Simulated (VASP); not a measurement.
Wanted: the native input for a VASP 6.6.1 run.

```
Task                   : single point
Functional             : LDA
Potentials or basis    : VASP PAW LDA potentials, release 64 (Ni)
Cutoff                 : 520 eV
k mesh                 : 21 × 21 × 21
Occupations            : fermi-dirac, width 0.05 eV
Spin                   : collinear spin, ferromagnetic start
Starting moments       : [1.0] μB
Dipole correction      : no
Further INCAR settings : ALGO = Normal; EDIFF = 1e-07; NBANDS = 15
```

The structure of Ni lies in POSCAR:

```
Ni
1.0
    0.0000000000      1.5888835819      1.5888835819
    1.5888835819      0.0000000000      1.5888835819
    1.5888835819      1.5888835819      0.0000000000
Ni
1
Direct
    0.0000000000      0.0000000000      0.0000000000
```

These files were run (other wordings do the same):

INCAR

```
SYSTEM = Ni
  PREC = Accurate
  ENCUT = 520
  EDIFF = 1E-7
  ISMEAR = -1
  SIGMA = 0.05
  LREAL = .False.
  LASPH = .True.
  NELM = 150
  ALGO = Normal
  ISIF = 2
  LWAVE = .False.
  LCHARG = .True.
  ISPIN = 2
  MAGMOM = 1
  LORBIT = 11
  LMAXMIX = 4
  LELF = .True.
  LVHAR = .True.
  NBANDS = 15
```

KPOINTS

```
regular mesh
0
Gamma
  21 21 21
  0 0 0
```

Potentials or basis: VASP PAW LDA potentials, release 64 (Ni).

Run with:

```bash
$ cat potpaw_LDA.64/Ni/POTCAR > POTCAR
$ mpirun -np 1 vasp_std > vasp.out
```

Results of the run:

The pressure is 96.8 GPa. The net moment is 0.54 μB per cell. The site moments are Ni +0.53 μB.

Caveat: the cell stands under pressure.

Run time: 2.1 min on 1 thread of Intel Xeon 8259CL (shared host), peak memory 0.16 GiB.
